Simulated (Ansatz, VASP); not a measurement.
Two plane-wave programs on Zr

The input INCAR:

```
PREC     = Accurate       # precision mode
ENCUT    = 600            # plane-wave cutoff, eV
EDIFF    = 1E-6           # SCF threshold, eV
ISMEAR   = 0              # smearing method
SIGMA    = 0.1            # smearing width, eV
LREAL    = False          # projectors in reciprocal space
LASPH    = True           # aspherical terms in the spheres
NELM     = 100            # most SCF steps
ALGO     = Fast           # electronic algorithm
ISIF     = 3              # what is computed and relaxed
LWAVE    = False          # write WAVECAR
LCHARG   = False          # write CHGCAR
GGA      = PE             # functional
IBRION   = 2              # ionic algorithm
NSW      = 100            # ionic steps
EDIFFG   = -0.002         # ionic threshold
```

Contents of KPOINTS:

```
regular mesh
0
Gamma
  12 12 8
```

POSCAR

```
Zr
1.0
    3.2392314100      0.0000000000      0.0000000000
   -1.6196157100      2.8052566900      0.0000000000
    0.0000000000      0.0000000000      5.1722200000
Zr
2
Direct
    0.3333333300      0.6666666700      0.2500000000
    0.6666666700      0.3333333300      0.7500000000
```

Input for Ansatz:

```yaml
crystal:
  lattice:
    - [3.23923141, 0.0, 0.0]
    - [-1.61961571, 2.80525669, 0.0]
    - [0.0, 0.0, 5.17222]
  atoms:
    - { symbol: Zr, position: [0.33333333, 0.66666667, 0.25] }
    - { symbol: Zr, position: [0.66666667, 0.33333333, 0.75] }
basis:
  ecutwfc: 420
kpoints:
  mp_grid: { grid: [12, 12, 8] }
hamiltonian:
  xc: pbe
  pseudopotentials: { kind: paw, azcp: { folder: soft_1 } }
scf:
  occupations: { method: gaussian, width: 0.1 }
output:
  forces: true
  stress: true
  eigenvalues: true
  write_density: true
  write_potential: true
  elf: true
  volumetric_format: npy
relax:
  adjacent_minimum: "off"
  f_tol: 0.002
  max_steps: 80
  cell: { stress_tol: 0.02 }
```

Alike in both runs: task relaxation of cell and atoms; functional PBE; k mesh 12 × 12 × 8; occupations gaussian, width 0.1 eV; no spin polarisation.

|  | VASP | Ansatz |
| --- | --- | --- |
| version | VASP 6.6.1 | Ansatz 0.2.0 |
| potentials or method | VASP PAW PBE potentials, release 64 (Zr_sv), cutoff 600 eV | scalar-relativistic, plane waves, PAW |
| valence electrons in the cell | 24 | 24 |

```csv
,VASP,Ansatz,Ansatz less VASP
"gap on the k mesh at the Fermi level, each at its own relaxed structure (eV)",none,none,-
relaxed volume (Å³/atom),23.41,23.41,+0.001
relaxed cell length with the largest relative difference (Å),5.166,5.166,+0.0004
```

A gap of «none» marks a metal or a gap that the smearing closes.
